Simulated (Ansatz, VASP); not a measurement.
**Two plane-wave programs on C**

```
C
1.0
     1.80136    0.00000    0.00000
     0.00000    1.80136    0.00000
     0.00000    0.00000    1.80136
C
1
Direct
  0.00000 0.00000 0.00000
```

Alike in both runs: task single point; functional RPBE; k mesh 20 × 20 × 20; occupations fermi-dirac, width 0.1 eV; no spin polarisation.

|  | VASP | Ansatz |
| --- | --- | --- |
| version | VASP 6.6.1 | Ansatz 0.2.0 |
| potentials or method | VASP PAW PBE potentials, release 64 (C), cutoff 520 eV | plane waves (420 eV) with PAW, scalar-relativistic |
| valence electrons in the cell | 4 | 4 |

VASP gave:

- pressure (GPa): -7.6

**Question.** Which values does Ansatz return?

**Answer.** Pressure (GPa): -7.7.

VASP's potentials were made for PBE, not for RPBE.
